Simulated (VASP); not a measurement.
# Sb in VASP: notebook

Runs on Sb. Level: PBE. Tasks: single point.

All numbers are computed with VASP 6.6.1; they aren't measurements. Logs are shortened: lines on timing, memory, paths and dates and some standing lists are left out, and cuts for length are marked.

**1. The cell of the first run**

The cell holds a slab with vacuum, 4 atoms: a = 3.388 Å, b = 4.792 Å, c = 21.083 Å, α = 90.00°, β = 90.00°, γ = 90.00°.

**2. Single point, PBE**

INCAR reads:

```
SYSTEM = Sb
PREC     = Accurate       ! precision mode
ENCUT    = 520            ! plane-wave cutoff, eV
EDIFF    = 1E-6           ! SCF threshold, eV
ISMEAR   = -1             ! smearing method
SIGMA    = 0.08           ! smearing width, eV
LREAL    = .False.        ! projectors in reciprocal space
LASPH    = .True.         ! aspherical terms in the spheres
NELM     = 80             ! most SCF steps
ALGO     = Normal         ! electronic algorithm
ISIF     = 2              ! what is computed and relaxed
LWAVE    = .False.        ! write WAVECAR
LCHARG   = .False.        ! write CHGCAR
LDIPOL   = .True.       
IDIPOL   = 3            
DIPOL    = 0.5 0.5 0.500
GGA      = PE             ! functional
NBANDS   = 18             ! bands
```

KPOINTS reads:

```
Automatic mesh
0
Gamma
  10 7 1
  0 0 0
```

POSCAR reads:

```
Sb
1.0
    3.3884663829      0.0000000000      0.0000000000
    0.0000000000      4.7920151143      0.0000000000
    0.0000000000      0.0000000000     21.0827000000
Sb
4
Direct
    0.2500000000      0.2500000000      0.3794580492
    0.7500000000      0.7500000000      0.4598193494
    0.2500000000      0.2500000000      0.5401806501
    0.7500000000      0.7500000000      0.6205419508
```

Potentials or basis: VASP PAW PBE potentials, release 64 (Sb).

Launch:

```console
cat potpaw_PBE.64/Sb/POTCAR > POTCAR
mpirun -np 1 vasp_std > vasp.out
```

OUTCAR:

```text
SYSTEM = Sb
   PREC = Accurate
   ENCUT = 520
   EDIFF = 1E-6
   ISMEAR = -1
   LREAL = .False.
   LASPH = .True.
   NELM = 80
   ISIF = 2
   GGA = PE

 ion  position               nearest neighbor table
   1  0.250  0.250  0.379-   3 3.39   2 3.39   2 3.39   2 3.39   2 3.39
   2  0.750  0.750  0.460-   1 3.39   1 3.39   1 3.39   1 3.39   3 3.39   3 3.39   3 3.39   3 3.39
                             4 3.39
   3  0.250  0.250  0.540-   1 3.39   2 3.39   2 3.39   2 3.39   2 3.39   4 3.39   4 3.39   4 3.39
                             4 3.39
   4  0.750  0.750  0.621-   3 3.39   3 3.39   3 3.39   3 3.39   2 3.39

  LATTYP: Found a simple orthorhombic cell.
 ALAT       =     3.3884663829
 B/A-ratio  =     1.4142135624
 C/A-ratio  =     6.2219002987

  Lattice vectors:

 A1 = (   3.3884663829,   0.0000000000,   0.0000000000)
 A2 = (   0.0000000000,   4.7920151143,   0.0000000000)
 A3 = (   0.0000000000,   0.0000000000,  21.0827000000)

Analysis of symmetry for initial positions (statically):
=====================================================================
 Subroutine PRICEL returns:
 Original cell was already a primitive cell.

 Routine SETGRP: Setting up the symmetry group for a
 simple orthorhombic supercell.

 Subroutine GETGRP returns: Found  8 space group operations
 (whereof  2 operations were pure point group operations)
 out of a pool of  8 trial point group operations.

The static configuration has the point symmetry S_2 .
 The point group associated with its full space group is D_2h.

Analysis of symmetry for dynamics (positions and initial velocities):
=====================================================================
 Subroutine PRICEL returns:
 Original cell was already a primitive cell.

 Routine SETGRP: Setting up the symmetry group for a
 simple orthorhombic supercell.

 Subroutine GETGRP returns: Found  8 space group operations
 (whereof  2 operations were pure point group operations)
 out of a pool of  8 trial point group operations.

The dynamic configuration has the point symmetry S_2 .
 The point group associated with its full space group is D_2h.

 Subroutine INISYM returns: Found  8 space group operations
 (whereof  2 operations are pure point group operations),
 and found     1 'primitive' translations

----------------------------------------------------------------------------------------

[... 100 lines left out ...]
   NFREE  =      0    steps in history (QN), initial steepest desc. (CG)
   ISIF   =      2    stress and relaxation
   ISYM   =      2    0-nonsym 1-usesym 2-fastsym
   POTIM  = 0.5000    time-step for ionic-motion
   TEBEG  =    0.0;   TEEND  =   0.0 temperature during run
   PSTRESS=    0.0 pullay stress
   NELECT =      20.0000    total number of electrons
   NUPDOWN=      -1.0000    fix difference up-down
   EMIN   =  10.00;   EMAX   =-10.00  energy-range for DOS
   EFERMI =   0.00;   METHOD = LEGACY
   ISMEAR =    -1;   SIGMA  =   0.08  broadening in eV -4-tet -1-fermi 0-gaus
   EFERMI_NEDOS =   21; number of points for ismear=-14 and -15
   IALGO  =     38    algorithm
   IMIX   =      4    mixing-type and parameters
     AMIX     =   0.40;   BMIX     =  1.00
     AMIX_MAG =   1.60;   BMIX_MAG =  1.00
  volume/ion in A,a.u.               =      85.58       577.54
  Fermi-wavevector in a.u.,A,eV,Ry     =   0.635237  1.200423  5.490301  0.403526
  Thomas-Fermi vector in A             =   1.699502
   LORBIT       =      0    0 simple, 1 ext, 2 COOP (PROOUT), +10 PAW based schemes
   GGA     = PE    functional components
   LHFCALC =     F    Hartree Fock is set to
   AEXX    =    0.0000 exact exchange contribution
   IVDW    =     0    specifies the selected vdW correction
   LEPSILON=     F    determine dielectric tensor
   LRPA    =     F    only Hartree local field effects (RPA)
 non-spin polarized calculation
  energy-cutoff  :      520.00
  volume of cell :      342.33
 maximum number of plane-waves:      9254
 NGX is ok and might be reduce to    28
   NGX = 13   NGY = 17   NGZ = 79

 number of electron      19.9999999 magnetization

 dipolmoment           0.000000      0.000000      0.000000 electrons x Angstroem

 Free energy of the ion-electron system (eV)
  ---------------------------------------------------
  ext. energy  EPLUGINS =         0.00000000
  ---------------------------------------------------
  free energy    TOTEN  =       -14.44783881 eV

  energy without entropy =      -14.35507276  energy(sigma->0) =      -14.40145579

 E-fermi :  -0.3600     XC(G=0):  -4.1171

 val. band max:       -0.3810496660   @ k =   0.3000   0.1429   0.0000
 cond. band min:      -0.3235788536   @ k =   0.5000   0.2857   0.0000
 fundamental gap:      0.0574708124
 Fermi energy:        -0.3600260528

 k-point     1 :       0.0000    0.0000    0.0000
  band No.  band energies     occupation
      1     -12.4769      2.00000
      2     -10.7702      2.00000
      3      -8.8617      2.00000
      4      -7.8986      2.00000
      5      -4.4640      2.00000
      6      -2.8608      2.00000
[... 481 lines left out ...]
      5      -5.2990      2.00000
      6      -5.2990      2.00000
[... 10 lines left out ...]
     17       5.8272      0.00000
     18       5.8272      0.00000

------------------------ aborting loop because EDIFF is reached ----------------------------------------

 vacuum level on the upper side and lower side of the slab       (xc-potential included)        -0.112        -0.112

  FORCE on cell =-STRESS in cart. coord.  units (eV):
  Direction    XX          YY          ZZ          XY          YZ          ZX
  --------------------------------------------------------------------------------------
  -------------------------------------------------------------------------------------
  Total       -4.0491297     -2.8479738     -0.9885451      0.0000000      0.0000000      0.0000000
  in kB      -18.9506750    -13.3290434     -4.6265736      0.0000000      0.0000000      0.0000000
  external PRESSURE =     -12.3020973 kB  Pullay stress =       0.0000000 kB

 VOLUME and BASIS-vectors are now :
 -----------------------------------------------------------------------------
  energy-cutoff  :      520.00
  volume of cell :      342.33
      direct lattice vectors                 reciprocal lattice vectors
     3.388466383  0.000000000  0.000000000     0.295118761  0.000000000  0.000000000
     0.000000000  4.792015114  0.000000000     0.000000000  0.208680477  0.000000000
     0.000000000  0.000000000 21.082700000     0.000000000  0.000000000  0.047432255

 POSITION                                       TOTAL-FORCE (eV/Angst)
 -----------------------------------------------------------------------------------
      0.84712      1.19800      8.00000         0.000000      0.000000      0.339780
      2.54135      3.59401      9.69423         0.000000     -0.000000     -0.439212
      0.84712      1.19800     11.38847         0.000000     -0.000000      0.439212
      2.54135      3.59401     13.08270         0.000000     -0.000000     -0.339780
 -----------------------------------------------------------------------------------
    total drift:                               -0.000000     -0.000000      0.000004

  FREE ENERGIE OF THE ION-ELECTRON SYSTEM (eV)
  ---------------------------------------------------
  free  energy   TOTEN  =       -14.4478388095 eV

  energy  without entropy=      -14.3550727644  energy(sigma->0) =      -14.40145579

 vacuum level on the upper side and lower side of the slab         4.012         4.012
```

OSZICAR:

```text
N       E                     dE             d eps       ncg     rms          rms(c)
DAV:   1     0.107513735314E+03    0.10751E+03   -0.56583E+03   864   0.763E+02
DAV:   2    -0.430756632948E+01   -0.11182E+03   -0.10561E+03  1264   0.128E+02
DAV:   3    -0.142112519988E+02   -0.99037E+01   -0.97807E+01  1134   0.439E+01
[... 12 lines left out ...]
DAV:  16    -0.144478312734E+02   -0.14943E-05   -0.46465E-07   698   0.167E-03    0.321E-04
DAV:  17    -0.144478354438E+02   -0.41704E-05   -0.13498E-07   748   0.970E-04    0.364E-04
DAV:  18    -0.144478367134E+02   -0.12696E-05   -0.14345E-08   656   0.429E-04    0.118E-04
DAV:  19    -0.144478386990E+02   -0.19855E-05   -0.60654E-08   658   0.473E-04    0.680E-05
DAV:  20    -0.144478388095E+02   -0.11058E-06   -0.34393E-09   616   0.181E-04
   1 F= -.14447839E+02 E0= -.14401456E+02  d E =-.927660E-01
```

Run time: 80 s. Hardware: 1 thread of Intel Xeon 6975P-C (Granite Rapids), shared host; peak memory 0.45 GiB.

What came out:

| Property | Result |
| --- | --- |
| Free energy | -14.4478 eV |
| Largest force | 0.439 eV/Å |
| Band gap on the k mesh | zero (bands 10 and 11 overlap by 1.67 eV) |

Forces on the atoms (eV/Å):
```
Sb   0.000  0.000  0.340
Sb   0.000  0.000 -0.439
Sb   0.000  0.000  0.439
Sb   0.000  0.000 -0.340
```

Caveat: spin-orbit coupling is left out, which moves the levels of the heavy elements.

**3. Single point, PBE**

INCAR reads:

```
  PREC = Accurate
  ENCUT = 520
  EDIFF = 1E-7
  ISMEAR = -1
  SIGMA = 0.08
  LREAL = False
  LASPH = True
  NELM = 100
  ALGO = Normal
  ISIF = 2
  LWAVE = False
  LCHARG = True
  LDIPOL = True
  IDIPOL = 3
  DIPOL = 0.5 0.5 0.500
  GGA = PE
  LELF = True
  LVHAR = True
  LVACPOTAV = True
  NBANDS = 18
```

KPOINTS reads:

```
Automatic mesh
0
Gamma
  10 7 1
```

POSCAR reads:

```
Sb
1.0
    3.3884663829      0.0000000000      0.0000000000
    0.0000000000      4.7920151143      0.0000000000
    0.0000000000      0.0000000000     21.0827000000
Sb
4
Direct
    0.2500000000      0.2500000000      0.4099125997
    0.7500000000      0.7500000000      0.4478105265
    0.2500000000      0.2500000000      0.5521894750
    0.7500000000      0.7500000000      0.5900873984
```

Potentials or basis: VASP PAW PBE potentials, release 64 (Sb).

Launch:

```console
cat potpaw_PBE.64/Sb/POTCAR > POTCAR
mpirun -np 1 vasp_std > vasp.out
```

OUTCAR:

```text
PREC = Accurate
   ENCUT = 520
   EDIFF = 1E-7
   ISMEAR = -1
   LREAL = False
   LASPH = True
   NELM = 100
   ISIF = 2
   GGA = PE

 ion  position               nearest neighbor table
   1  0.250  0.250  0.410-   3 3.00   2 3.04   2 3.04   2 3.04   2 3.04
   2  0.750  0.750  0.448-   4 3.00   1 3.04   1 3.04   1 3.04   1 3.04   3 3.67   3 3.67   3 3.67
                             3 3.67
   3  0.250  0.250  0.552-   1 3.00   4 3.04   4 3.04   4 3.04   4 3.04   2 3.67   2 3.67   2 3.67
                             2 3.67
   4  0.750  0.750  0.590-   2 3.00   3 3.04   3 3.04   3 3.04   3 3.04

  LATTYP: Found a simple orthorhombic cell.
 ALAT       =     3.3884663829
 B/A-ratio  =     1.4142135624
 C/A-ratio  =     6.2219002987

  Lattice vectors:

 A1 = (   3.3884663829,   0.0000000000,   0.0000000000)
 A2 = (   0.0000000000,   4.7920151143,   0.0000000000)
 A3 = (   0.0000000000,   0.0000000000,  21.0827000000)

Analysis of symmetry for initial positions (statically):
=====================================================================
 Subroutine PRICEL returns:
 Original cell was already a primitive cell.

 Routine SETGRP: Setting up the symmetry group for a
 simple orthorhombic supercell.

 Subroutine GETGRP returns: Found  8 space group operations
 (whereof  2 operations were pure point group operations)
 out of a pool of  8 trial point group operations.

The static configuration has the point symmetry S_2 .
 The point group associated with its full space group is D_2h.

Analysis of symmetry for dynamics (positions and initial velocities):
=====================================================================
 Subroutine PRICEL returns:
 Original cell was already a primitive cell.

 Routine SETGRP: Setting up the symmetry group for a
 simple orthorhombic supercell.

 Subroutine GETGRP returns: Found  8 space group operations
 (whereof  2 operations were pure point group operations)
 out of a pool of  8 trial point group operations.

The dynamic configuration has the point symmetry S_2 .
 The point group associated with its full space group is D_2h.
[... 126 lines left out ...]
   LORBIT       =      0    0 simple, 1 ext, 2 COOP (PROOUT), +10 PAW based schemes
   GGA     = PE    functional components
   LHFCALC =     F    Hartree Fock is set to
   AEXX    =    0.0000 exact exchange contribution
   IVDW    =     0    specifies the selected vdW correction
   LEPSILON=     F    determine dielectric tensor
   LRPA    =     F    only Hartree local field effects (RPA)
 non-spin polarized calculation
  energy-cutoff  :      520.00
  volume of cell :      342.33
 maximum number of plane-waves:      9254
 NGX is ok and might be reduce to    28
   NGX = 13   NGY = 17   NGZ = 79

 number of electron      20.0000000 magnetization

 dipolmoment           0.000000      0.000000      0.000000 electrons x Angstroem

 Free energy of the ion-electron system (eV)
  ---------------------------------------------------
  ext. energy  EPLUGINS =         0.00000000
  ---------------------------------------------------
  free energy    TOTEN  =       -14.95593116 eV

  energy without entropy =      -14.90770382  energy(sigma->0) =      -14.93181749

 E-fermi :   0.1818     XC(G=0):  -3.7948

 val. band max:        0.1738345058   @ k =   0.1000   0.4286   0.0000
 cond. band min:       0.1852674988   @ k =   0.0000   0.1429   0.0000
 fundamental gap:      0.0114329930
 Fermi energy:         0.1818232181

 k-point     1 :       0.0000    0.0000    0.0000
  band No.  band energies     occupation
      1     -13.0894      2.00000
      2     -11.4344      2.00000
      3      -7.4576      2.00000
      4      -6.9571      2.00000
      5      -5.2097      2.00000
      6      -3.7651      2.00000
[... 481 lines left out ...]
      5      -5.8620      2.00000
      6      -5.8620      2.00000
[... 10 lines left out ...]
     17       6.1655      0.00000
     18       6.1655      0.00000

------------------------ aborting loop because EDIFF is reached ----------------------------------------

  FORCE on cell =-STRESS in cart. coord.  units (eV):
  Direction    XX          YY          ZZ          XY          YZ          ZX
  --------------------------------------------------------------------------------------
  -------------------------------------------------------------------------------------
  Total        7.4518966      7.1768403      0.0522011      0.0000000      0.0000000      0.0000000
  in kB       34.8762524     33.5889384      0.2443108      0.0000000      0.0000000      0.0000000
  external PRESSURE =      22.9031672 kB  Pullay stress =       0.0000000 kB

 VOLUME and BASIS-vectors are now :
 -----------------------------------------------------------------------------
  energy-cutoff  :      520.00
  volume of cell :      342.33
      direct lattice vectors                 reciprocal lattice vectors
     3.388466383  0.000000000  0.000000000     0.295118761  0.000000000  0.000000000
     0.000000000  4.792015114  0.000000000     0.000000000  0.208680477  0.000000000
     0.000000000  0.000000000 21.082700000     0.000000000  0.000000000  0.047432255

 POSITION                                       TOTAL-FORCE (eV/Angst)
 -----------------------------------------------------------------------------------
      0.84712      1.19800      8.64206         0.000000     -0.000000     -0.014480
      2.54135      3.59401      9.44105         0.000000      0.000000     -0.000871
      0.84712      1.19800     11.64165         0.000000      0.000000      0.000871
      2.54135      3.59401     12.44064         0.000000      0.000000      0.014480
 -----------------------------------------------------------------------------------
    total drift:                                0.000000     -0.000000      0.000002

  FREE ENERGIE OF THE ION-ELECTRON SYSTEM (eV)
  ---------------------------------------------------
  free  energy   TOTEN  =       -14.9559311618 eV

  energy  without entropy=      -14.9077038186  energy(sigma->0) =      -14.93181749

 vacuum level on the upper side and lower side of the slab         3.921         3.921
```

OSZICAR:

```text
N       E                     dE             d eps       ncg     rms          rms(c)
DAV:   1     0.117871076545E+03    0.11787E+03   -0.57131E+03   864   0.764E+02
DAV:   2    -0.412836021905E+01   -0.12200E+03   -0.11488E+03  1242   0.133E+02
DAV:   3    -0.147710513985E+02   -0.10643E+02   -0.10507E+02  1102   0.459E+01
[... 14 lines left out ...]
DAV:  18    -0.149559242728E+02   -0.56599E-05   -0.55969E-07   930   0.144E-03    0.408E-04
DAV:  19    -0.149559282654E+02   -0.39926E-05   -0.10128E-07   832   0.652E-04    0.195E-04
DAV:  20    -0.149559306305E+02   -0.23651E-05   -0.11444E-07   784   0.596E-04    0.104E-04
DAV:  21    -0.149559311166E+02   -0.48607E-06   -0.25116E-08   752   0.270E-04    0.143E-05
DAV:  22    -0.149559311618E+02   -0.45286E-07   -0.14908E-09   736   0.889E-05
   1 F= -.14955931E+02 E0= -.14931817E+02  d E =-.482273E-01
```

It took 91 s on 1 thread of Intel Xeon 6975P-C (Granite Rapids), shared host; peak memory 0.45 GiB.

What came out:

```
Free energy            : -14.9559 eV
Largest force          : 0.014 eV/Å
Band gap on the k mesh : zero (bands 10 and 11 overlap by 2.29 eV)
```

Forces in eV/Å, atoms in the order of the input:
```
Sb   0.000  0.000 -0.014
Sb   0.000  0.000 -0.001
Sb   0.000  0.000  0.001
Sb   0.000  0.000  0.014
```

Levels at points of the mesh, in eV from the Fermi level:
```tsv
k point	band 7	band 8	band 9	band 10	band 11	band 12	band 13	band 14
(0.00, 0.00, 0.00)	-3.84	-2.17	-0.14	0.56	1.25	1.39	2.35	3.49
(0.50, 0.00, 0.00)	-2.62	-2.62	-1.83	-1.83	-0.50	-0.50	-0.36	-0.36
```

Caveat: spin-orbit coupling is left out, which moves the levels of the heavy elements.

(Continued in part 2 of 2.)
